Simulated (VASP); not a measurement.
**MgS: electric field gradients with PBE**

The system is MgS.

```xyz
2
Lattice="0.0000 2.6044 2.6044 2.6044 0.0000 2.6044 2.6044 2.6044 0.0000" Properties=species:S:1:pos:R:3 pbc="T T T"
Mg    0.0000    0.0000    0.0000
S     2.6044    2.6044    2.6044
```

```
Program                : VASP 6.6.1
Task                   : electric field gradients
Functional             : PBE
Potentials or basis    : VASP PAW PBE potentials, release 64 (Mg, S)
Cutoff                 : 520 eV
k mesh                 : 9 × 9 × 9
Occupations            : fermi-dirac, width 0.02 eV
Spin                   : no spin polarisation
Dipole correction      : no
Further INCAR settings : ALGO = Normal; EDIFF = 1e-08; NBANDS = 11
```

The pressure is 0.6 GPa, the band gap on the k mesh is 2.90 eV (least direct gap 3.69 eV) and the largest electric field gradient by atom is zero within the noise of the run.

Levels at points of the mesh, in eV from the valence-band top:
```tsv
k point	band 2	band 3	band 4	band 5	band 6	band 7
(0.00, 0.00, 0.00)	0.00	0.00	0.00	3.69	7.96	7.96
```

Wall time 6.9 s on 1 thread of Intel(R) Xeon(R) 6975P-C (Granite Rapids) (shared host), peak memory 0.16 GiB.

Caveat: an odd mesh through Γ misses points on the zone boundary, where band edges can lie.
